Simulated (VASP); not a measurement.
Ti: single point with PBEsol

Crystal: Ti.

```
Ti
1.0
     2.90019    0.00000    0.00000
    -1.45009    2.51164    0.00000
     0.00000    0.00000    9.18162
Ti
4
Direct
  0.28968 0.66667 0.12500
  0.37699 0.66667 0.62500
  0.66667 0.33333 0.37500
  0.66667 0.33333 0.87500
```

This cell differs from its parent crystal: atoms displaced along a vibrational mode.

```json
{"Program": "VASP 6.6.1", "Task": "single point", "Functional": "PBEsol", "Potentials or basis": "VASP PAW PBE potentials, release 64 (Ti_sv)", "Cutoff": "520 eV", "k mesh": "18 × 18 × 6", "Occupations": "gaussian, width 0.15 eV", "Spin": "no spin polarisation"}
```

The pressure is -0.4 GPa. The largest force is 0.178 eV/Å. The band gap on the k mesh is zero (bands 24 and 25 overlap by 1.05 eV).

Forces in eV/Å, atoms in the order of the input:
```
Ti   0.178  0.006  0.000
Ti  -0.178  0.006  0.000
Ti   0.000 -0.006  0.000
Ti   0.000 -0.006  0.000
```

Stress tensor (GPa, compression positive):
```
-0.35  0.00  0.00
 0.00 -0.59  0.00
 0.00  0.00 -0.33
```

Levels at points of the mesh, in eV from the Fermi level:
| k point | band 20 | band 21 | band 22 | band 23 | band 24 | band 25 | band 26 | band 27 | band 28 | band 29 |
| --- | --- | --- | --- | --- | --- | --- | --- | --- | --- | --- |
| (0.00, 0.00, 0.00) | -2.76 | 0.08 | 0.10 | 0.62 | 0.71 | 0.71 | 0.72 | 0.81 | 0.85 | 0.92 |
| (0.50, 0.00, 0.00) | -2.25 | -1.94 | -0.86 | -0.85 | -0.54 | 0.51 | 0.60 | 1.17 | 1.48 | 1.56 |
| (0.00, 0.50, 0.00) | -2.24 | -1.93 | -0.88 | -0.84 | -0.56 | 0.56 | 0.67 | 1.09 | 1.46 | 1.46 |
| (0.00, 0.00, 0.50) | -3.08 | 0.23 | 0.23 | 0.58 | 0.58 | 0.65 | 0.65 | 0.70 | 0.70 | 1.06 |
| (0.50, 0.00, 0.50) | -2.22 | -1.19 | -1.15 | -1.00 | -0.98 | 0.74 | 0.84 | 0.99 | 1.12 | 1.33 |
| (0.00, 0.50, 0.50) | -2.24 | -1.09 | -1.09 | -1.07 | -1.07 | 0.71 | 0.71 | 1.18 | 1.18 | 1.51 |

It took 28 min on 1 thread of AMD EPYC 9R45 96-Core Processor (Zen 5), on a shared host, peak memory 0.6 GiB.

Caveat: the cell differs from its parent crystal (atoms displaced along a vibrational mode); the PAW data sets were made with another functional, which shifts forces and pressure a little.
